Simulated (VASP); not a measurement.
**W: single point with PBE**

Crystal: W.

```
W
1.0
     0.00000    2.03000    2.03000
     2.03000    0.00000    2.03000
     2.03000    2.03000    0.00000
W
1
Direct
  0.00000 0.00000 0.00000
```

This isn't the form of W at room conditions, which is bcc.

```json
{"Program": "VASP 6.6.1", "Task": "single point", "Functional": "PBE", "Potentials or basis": "VASP PAW PBE potentials, release 64 (W_sv)", "Cutoff": "500 eV", "k mesh": "21 × 21 × 21", "Occupations": "gaussian, width 0.05 eV", "Spin": "no spin polarisation"}
```

The pressure is -4.3 GPa and the band gap on the k mesh is zero (bands 7 and 8 overlap by 3.38 eV).

Levels at points of the mesh, in eV from the Fermi level:
| k point | band 5 | band 6 | band 7 | band 8 | band 9 | band 10 |
| --- | --- | --- | --- | --- | --- | --- |
| (0.00, 0.00, 0.00) | -8.87 | -0.52 | -0.52 | -0.52 | 2.52 | 2.52 |

Run time: 27 s on 1 thread of Intel(R) Xeon(R) Platinum 8375C CPU @ 2.90GHz (Ice Lake) (shared host), peak memory 0.18 GiB.

Caveat: the cell stands under tension; spin-orbit coupling is left out, which moves the levels of the heavy elements.
